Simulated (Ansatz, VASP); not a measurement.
**ZnSe: VASP beside Ansatz**

```
Zn Se
1.0
     0.00000    2.79770    2.79770
     2.79770    0.00000    2.79770
     2.79770    2.79770    0.00000
Zn Se
1 1
Direct
  0.00000 0.00000 0.00000
  0.75000 0.75000 0.75000
```

Alike in both runs: task single point; functional PBEsol; k mesh 8 × 8 × 8; no spin polarisation.

|  | VASP | Ansatz |
| --- | --- | --- |
| version | VASP 6.6.1 | Ansatz 0.2.0 |
| potentials or method | VASP PAW PBE potentials, release 64 (Zn, Se), cutoff 520 eV | scalar-relativistic, plane waves, PAW |
| occupations | gaussian, width 0.01 eV | fixed |
| valence electrons in the cell | 18 | 28 |

Ansatz gave:

* gap on the k mesh at the Fermi level (eV): 1.32
* least direct gap on the mesh (eV): 1.32
* pressure (GPa): 1.4

Question: Which values does VASP return?

Answer: gap on the k mesh at the Fermi level (eV): 1.33; least direct gap on the mesh (eV): 1.33; pressure (GPa): 1.7.

VASP's potentials were made for PBE, not for PBEsol. VASP's potentials hold 18 valence electrons a cell and Ansatz's 28, so a difference there can come from the potentials and not from the codes.
